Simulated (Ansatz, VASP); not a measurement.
**One calculation of BP, two programs**

```xyz
2
Lattice="0.0000 2.2722 2.2722 2.2722 0.0000 2.2722 2.2722 2.2722 0.0000" Properties=species:S:1:pos:R:3 pbc="T T T"
B     0.0000    0.0000    0.0000
P     1.1361    1.1361    1.1361
```

Alike in both runs: task single point; functional r2SCAN; k mesh 6 × 6 × 6; occupations gaussian, width 0.1 eV; no spin polarisation.

|  | VASP | Ansatz |
| --- | --- | --- |
| version | VASP 6.6.1 | Ansatz 0.2.0 |
| potentials or method | VASP PAW PBE potentials, release 64 (B, P), cutoff 550 eV | scalar-relativistic, plane waves, PAW |
| valence electrons in the cell | 8 | 8 |

```csv
,VASP,Ansatz,Ansatz less VASP
gap on the k mesh at the Fermi level (eV),1.55,1.51,-0.038
least direct gap on the mesh (eV),3.63,3.59,-0.041
pressure (GPa),-1.3,-0.8,+0.51
```

VASP's potentials were made for PBE, not for r2SCAN.
